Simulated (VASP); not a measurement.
# NbP (Pm) in VASP: single point with PBE

Aim: the single point of NbP with PBE.

Everything below comes from runs of VASP 6.6.1. Logs are shortened: lines on timing, memory, paths and dates and some standing lists are left out, and cuts for length are marked.

## Step 1: The cell of the first run

It takes space group Pm (No. 6, monoclinic). Conventional cell: a = 3.347 Å, b = 3.347 Å, c = 11.448 Å, α = 90.00°, β = 93.35°, γ = 90.00°. Within 3.4 Å of Nb (site symmetry m) lie 6 P at 2.54 to 2.55 Å and 8 Nb at 3.31 to 3.35 Å. Within 3.4 Å of Nb (site symmetry m) lie 6 P at 2.55 to 2.63 Å and 7 Nb at 3.03 to 3.35 Å. Within 3.4 Å of Nb (site symmetry m) lie 6 P at 2.54 to 2.55 Å and 8 Nb at 3.31 to 3.35 Å. Within 3.4 Å of Nb (site symmetry m) lie 6 P at 2.54 to 2.55 Å and 7 Nb at 3.03 to 3.35 Å. Within 3.4 Å of P (site symmetry m) lie 6 Nb at 2.54 to 2.55 Å and 8 P at 3.31 to 3.35 Å. Within 3.4 Å of P (site symmetry m) lie 6 Nb at 2.54 to 2.55 Å and 7 P at 3.03 to 3.35 Å. P (site symmetry m) has 6 Nb at 2.54 to 2.55 Å and 8 P at 3.31 to 3.35 Å within 3.4 Å. Within 3.4 Å of P (site symmetry m) lie 6 Nb at 2.55 to 2.63 Å and 7 P at 3.03 to 3.35 Å.

## Step 2: Single point, PBE (the part above a cut slid along it)

INCAR

```
SYSTEM = NbP
PREC     = Accurate       ! precision mode
ENCUT    = 520            ! plane-wave cutoff, eV
EDIFF    = 1E-6           ! SCF threshold, eV
ISMEAR   = 0              ! smearing method
SIGMA    = 0.15           ! smearing width, eV
LREAL    = .FALSE.        ! projectors in reciprocal space
LASPH    = .TRUE.         ! aspherical terms in the spheres
NELM     = 100            ! most SCF steps
ALGO     = Fast           ! electronic algorithm
ISIF     = 2              ! what is computed and relaxed
LWAVE    = .FALSE.        ! write WAVECAR
LCHARG   = .FALSE.        ! write CHGCAR
GGA      = PE             ! functional
NBANDS   = 46             ! bands
```

KPOINTS

```
Automatic mesh
0
G
  14 14 4
  0 0 0
```

POSCAR

```
NbP
1.0
   -3.3470468442      0.0000000000      0.0000000000
    0.0000000000     -3.3470468442      0.0000000000
   -0.6694093688      0.0000000000     11.4279644792
Nb P
4 4
Direct
   -0.1167469365      0.0000000000      0.5837346827
    0.4832530635      0.5000000000      0.0837346827
    0.4332530635      0.0000000000      0.3337346827
   -0.1667469365      0.5000000000      0.8337346827
    0.3667412215      0.5000000000      0.6662938923
    0.9667412215      0.0000000000      0.1662938923
    0.9167412215      0.5000000000      0.4162938923
    0.3167412215      0.0000000000      0.9162938923
```

Potentials or basis: VASP PAW PBE potentials, release 64 (Nb_sv, P).

The run is started by

```sh
$ cat potpaw_PBE.64/Nb_sv/POTCAR potpaw_PBE.64/P/POTCAR > POTCAR
$ mpirun -np 1 vasp_std > vasp.out
```

OUTCAR:

```text
SYSTEM = NbP
   PREC = Accurate
   ENCUT = 520
   EDIFF = 1E-6
   ISMEAR = 0
   LREAL = .FALSE.
   LASPH = .TRUE.
   NELM = 100
   ISIF = 2
   GGA = PE

 ion  position               nearest neighbor table
   1  0.883  0.000  0.584-   7 2.54   7 2.54   5 2.55   5 2.55   5 2.55   5 2.55
   2  0.483  0.500  0.084-   6 2.55   6 2.55   6 2.55   6 2.55   8 2.63   8 2.63   4 3.03
   3  0.433  0.000  0.334-   6 2.54   6 2.54   7 2.55   7 2.55   7 2.55   7 2.55
   4  0.833  0.500  0.834-   5 2.54   5 2.54   8 2.55   8 2.55   8 2.55   8 2.55   2 3.03
   5  0.367  0.500  0.666-   4 2.54   4 2.54   1 2.55   1 2.55   1 2.55   1 2.55
   6  0.967  0.000  0.166-   3 2.54   3 2.54   2 2.55   2 2.55   2 2.55   2 2.55
   7  0.917  0.500  0.416-   1 2.54   1 2.54   3 2.55   3 2.55   3 2.55   3 2.55
   8  0.317  0.000  0.916-   4 2.55   4 2.55   4 2.55   4 2.55   2 2.63   2 2.63

  LATTYP: Found a simple monoclinic cell.
 ALAT       =     3.3470468442
 B/A-ratio  =     1.0000000000
 C/A-ratio  =     3.4201951836
 COS(beta)  =    -0.0584761949

  Lattice vectors:

 A1 = (  -3.3470468442,   0.0000000000,   0.0000000000)
 A2 = (   0.0000000000,   3.3470468442,   0.0000000000)
 A3 = (   0.6694093688,   0.0000000000, -11.4279644792)

Analysis of symmetry for initial positions (statically):
=====================================================================
 Subroutine PRICEL returns:
 Original cell was already a primitive cell.

 Routine SETGRP: Setting up the symmetry group for a
 simple monoclinic supercell.

 Subroutine GETGRP returns: Found  2 space group operations
 (whereof  2 operations were pure point group operations)
 out of a pool of  4 trial point group operations.

The static configuration has the point symmetry C_1h.

Analysis of symmetry for dynamics (positions and initial velocities):
=====================================================================
 Subroutine PRICEL returns:
 Original cell was already a primitive cell.

 Routine SETGRP: Setting up the symmetry group for a
 simple monoclinic supercell.

 Subroutine GETGRP returns: Found  2 space group operations
 (whereof  2 operations were pure point group operations)
 out of a pool of  4 trial point group operations.

The dynamic configuration has the point symmetry C_1h.

 Subroutine INISYM returns: Found  2 space group operations
 (whereof  2 operations are pure point group operations),
 and found     1 'primitive' translations

----------------------------------------------------------------------------------------

                                     Primitive cell

  volume of cell :     128.0243

  direct lattice vectors                    reciprocal lattice vectors
    -3.347046844  0.000000000  0.000000000    -0.298770841  0.000000000 -0.017500929
     0.000000000 -3.347046844  0.000000000     0.000000000 -0.298770841  0.000000000
    -0.669409369  0.000000000 11.427964479     0.000000000  0.000000000  0.087504647

  length of vectors
     3.347046844  3.347046844 11.447553496     0.299282973  0.298770841  0.087504647

  position of ions in fractional coordinates (direct lattice)
     0.883253063  0.000000000  0.583734683
     0.483253064  0.500000000  0.083734683
     0.433253063  0.000000000  0.333734683
     0.833253064  0.500000000  0.833734683
     0.366741221  0.500000000  0.666293892
     0.966741222  0.000000000  0.166293892
     0.916741221  0.500000000  0.416293892
     0.316741222  0.000000000  0.916293892

  ion indices of the primitive-cell ions
   primitive index   ion index
                 1           1
                 2           2
                 3           3
                 4           4
                 5           5
                 6           6
                 7           7
                 8           8

----------------------------------------------------------------------------------------

 KPOINTS: Automatic mesh

Automatic generation of k-mesh.
 Grid dimensions read from file:
 generate k-points for:   14   14    4

 Generating k-lattice:

  Cartesian coordinates                     Fractional coordinates (reciprocal lattice)
    -0.021340774  0.000000000 -0.001250066     0.071428571  0.000000000  0.000000000
     0.000000000 -0.021340774  0.000000000     0.000000000  0.071428571  0.000000000
     0.000000000  0.000000000  0.021876162     0.000000000  0.000000000  0.250000000

  Length of vectors
     0.021377355  0.021340774  0.021876162

  Shift w.r.t. Gamma in fractional coordinates (k-lattice)
     0.000000000  0.000000000  0.000000000

 Subroutine IBZKPT returns following result:
 ===========================================

 Found    240 irreducible k-points:

 Following reciprocal coordinates:
            Coordinates               Weight
  0.000000  0.000000  0.000000      1.000000
  0.071429  0.000000  0.000000      2.000000
  0.142857  0.000000  0.000000      2.000000
  0.214286  0.000000  0.000000      2.000000
  0.285714  0.000000  0.000000      2.000000
  0.357143  0.000000  0.000000      2.000000
[... 16 lines left out ...]
  0.428571  0.142857  0.000000      4.000000
  0.500000  0.142857  0.000000      2.000000
 [... further k-points ...]
   k-points           NKPTS =    240   k-points in BZ     NKDIM =    240   number of bands    NBANDS=     46
   number of dos      NEDOS =    301   number of ions     NIONS =      8
   total plane-waves  NPLWV =  70560
   dimension x,y,z NGX =    28 NGY =   28 NGZ =   90
   dimension x,y,z NGXF=    56 NGYF=   56 NGZF=  180
   ions per type =               4   4
   NGX,Y,Z   is equivalent  to a cutoff of  13.91, 13.91, 13.07 a.u.
   NGXF,Y,Z  is equivalent  to a cutoff of  27.81, 27.81, 26.14 a.u.
 SYSTEM =  NbP
   PREC   = accura    normal or accurate (medium, high low for compatibility)
   ISTART =      0    job   : 0-new  1-cont  2-samecut
   ICHARG =      2    charge: 1-file 2-atom 10-const
   ISPIN  =      1    spin polarized calculation?
   LNONCOLLINEAR =      F non collinear calculations
   LSORBIT =      F    spin-orbit coupling
   LASPH  =      T    aspherical Exc in radial PAW
   ENCUT  =  520.0 eV  38.22 Ry    6.18 a.u.   6.22  6.22 21.28*2*pi/ulx,y,z
   NELM   =    100;   NELMIN=  2; NELMDL= -5     # of ELM steps
   EDIFF  = 0.1E-05   stopping-criterion for ELM
   LREAL  =      F    real-space projection
   EDIFFG = 0.1E-04   stopping-criterion for IOM
   NSW    =      0    number of steps for IOM
   IBRION =     -1    ionic relax: 0-MD 1-quasi-New 2-CG
   NFREE  =      0    steps in history (QN), initial steepest desc. (CG)
   ISIF   =      2    stress and relaxation
   ISYM   =      2    0-nonsym 1-usesym 2-fastsym
   POTIM  = 0.5000    time-step for ionic-motion
   TEBEG  =    0.0;   TEEND  =   0.0 temperature during run
   PSTRESS=    0.0 pullay stress
   NELECT =      72.0000    total number of electrons
   NUPDOWN=      -1.0000    fix difference up-down
   EMIN   =  10.00;   EMAX   =-10.00  energy-range for DOS
   EFERMI =   0.00;   METHOD = LEGACY
   ISMEAR =     0;   SIGMA  =   0.15  broadening in eV -4-tet -1-fermi 0-gaus
   EFERMI_NEDOS =   21; number of points for ismear=-14 and -15
   IALGO  =     68    algorithm
   IMIX   =      4    mixing-type and parameters
     AMIX     =   0.40;   BMIX     =  1.00
     AMIX_MAG =   1.60;   BMIX_MAG =  1.00
  volume/ion in A,a.u.               =      16.00       107.99
  Fermi-wavevector in a.u.,A,eV,Ry     =   1.351310  2.553605 24.844748  1.826037
  Thomas-Fermi vector in A             =   2.478742
   LORBIT       =      0    0 simple, 1 ext, 2 COOP (PROOUT), +10 PAW based schemes
   GGA     = PE    functional components
   LHFCALC =     F    Hartree Fock is set to
   AEXX    =    0.0000 exact exchange contribution
   IVDW    =     0    specifies the selected vdW correction
   LEPSILON=     F    determine dielectric tensor
   LRPA    =     F    only Hartree local field effects (RPA)
 non-spin polarized calculation
 RMM-DIIS sequential band-by-band and
 Gauss-broadening in eV      SIGMA  =   0.15
  energy-cutoff  :      520.00
  volume of cell :      128.02
 maximum number of plane-waves:      3468
 NGX is ok and might be reduce to    28
   NGX = 13   NGY = 13   NGZ = 43

 number of electron      71.9999994 magnetization

 Free energy of the ion-electron system (eV)
  ---------------------------------------------------
  ext. energy  EPLUGINS =         0.00000000
  ---------------------------------------------------
  free energy    TOTEN  =       -70.15344914 eV

  energy without entropy =      -70.13900468  energy(sigma->0) =      -70.14622691

 E-fermi :  10.7286     XC(G=0): -12.0214

 val. band max:       10.7280530997   @ k =  -0.3571   0.0000   0.2500
 cond. band min:      10.7291489234   @ k =   0.5000   0.5000   0.2500
 fundamental gap:      0.0010958236
 Fermi energy:        10.7286260115

 k-point     1 :       0.0000    0.0000    0.0000
  band No.  band energies     occupation
      1     -44.3474      2.00000
      2     -44.2542      2.00000
      3     -44.2304      2.00000
      4     -44.1858      2.00000
      5     -20.5756      2.00000
      6     -20.3990      2.00000
[... 38 lines left out ...]
     45      14.0170      0.00000
     46      14.1714      0.00000

 k-point     2 :       0.0714    0.0000    0.0000
  band No.  band energies     occupation
      1     -44.3465      2.00000
      2     -44.2531      2.00000
      3     -44.2298      2.00000
      4     -44.1849      2.00000
      5     -20.5727      2.00000
      6     -20.3977      2.00000
[... 38 lines left out ...]
     45      14.0532      0.00000
     46      14.2805      0.00000

 k-point     3 :       0.1429    0.0000    0.0000
  band No.  band energies     occupation
      1     -44.3441      2.00000
      2     -44.2501      2.00000
      3     -44.2279      2.00000
      4     -44.1825      2.00000
      5     -20.5649      2.00000
      6     -20.4226      2.00000
[... 38 lines left out ...]
     45      13.8375      0.00000
     46      14.3210      0.00000

 k-point     4 :       0.2143    0.0000    0.0000
  band No.  band energies     occupation
      1     -44.3406      2.00000
      2     -44.2458      2.00000
      3     -44.2253      2.00000
      4     -44.1790      2.00000
      5     -20.5560      2.00000
      6     -20.4711      2.00000
[... 920 lines left out ...]
     45      13.9181      0.00000
     46      14.2043      0.00000

 k-point    23 :       0.4286    0.1429    0.0000
  band No.  band energies     occupation
      1     -44.3275      2.00000
      2     -44.2301      2.00000
      3     -44.2148      2.00000
      4     -44.1665      2.00000
      5     -20.6086      2.00000
      6     -20.5868      2.00000
[... 38 lines left out ...]
     45      13.9826      0.00000
     46      14.3345      0.00000

 k-point    24 :       0.5000    0.1429    0.0000
  band No.  band energies     occupation
      1     -44.3267      2.00000
      2     -44.2289      2.00000
      3     -44.2143      2.00000
      4     -44.1656      2.00000
      5     -20.6211      2.00000
      6     -20.5973      2.00000
[... 38 lines left out ...]
     45      14.0501      0.00000
     46      14.4760      0.00000

 [... further k-points ...]
[... 5 lines left out ...]
  --------------------------------------------------------------------------------------
  -------------------------------------------------------------------------------------
  Total       -0.4444909     -0.7810740      0.7514688      0.0000000      0.0000000      2.9835324
  in kB       -5.5626408     -9.7748542      9.4043563      0.0000000      0.0000000     37.3378129
  external PRESSURE =      -1.9777129 kB  Pullay stress =       0.0000000 kB

 VOLUME and BASIS-vectors are now :
 -----------------------------------------------------------------------------
  energy-cutoff  :      520.00
  volume of cell :      128.02
      direct lattice vectors                 reciprocal lattice vectors
    -3.347046844  0.000000000  0.000000000    -0.298770841  0.000000000 -0.017500929
     0.000000000 -3.347046844  0.000000000     0.000000000 -0.298770841  0.000000000
    -0.669409369  0.000000000 11.427964479     0.000000000  0.000000000  0.087504647

 POSITION                                       TOTAL-FORCE (eV/Angst)
 -----------------------------------------------------------------------------------
     -3.34705      0.00000      6.67090        -0.088623      0.000000     -0.120466
     -1.67352     -1.67352      0.95692         1.194269      0.000000     -0.109200
     -1.67352      0.00000      3.81391        -0.132064      0.000000     -0.031143
     -3.34705     -1.67352      9.52789        -0.457066      0.000000     -0.237590
     -1.67352     -1.67352      7.61438        -0.002895      0.000000     -0.029033
     -3.34705      0.00000      1.90040         0.232194      0.000000      0.195813
     -3.34705     -1.67352      4.75739         0.047299      0.000000      0.050768
     -1.67352      0.00000     10.47137        -0.793112      0.000000      0.280850
 -----------------------------------------------------------------------------------
    total drift:                               -0.000692     -0.000000      0.000498

  FREE ENERGIE OF THE ION-ELECTRON SYSTEM (eV)
  ---------------------------------------------------
  free  energy   TOTEN  =       -70.1534491435 eV

  energy  without entropy=      -70.1390046842  energy(sigma->0) =      -70.14622691
```

Wall time 1.8 h (1 thread of Oxide Virtual Turin-like, shared host); peak memory 0.98 GiB.

What came out:

```
Free energy            : -70.1534 eV
Pressure               : -0.2 GPa
Largest force          : 1.199 eV/Å
Band gap on the k mesh : zero (bands 36 and 37 overlap by 0.77 eV)
```

Forces in eV/Å, atoms in the order of the input:
```
Nb  -0.089  0.000 -0.120
Nb   1.194  0.000 -0.109
Nb  -0.132  0.000 -0.031
Nb  -0.457  0.000 -0.238
P   -0.003  0.000 -0.029
P    0.232  0.000  0.196
P    0.047  0.000  0.051
P   -0.793  0.000  0.281
```

Caveat: the cell differs from its parent crystal (the part above a cut slid along it); forces of over 1 eV/Å act on the atoms, so gaps and moduli don't describe the material at rest.
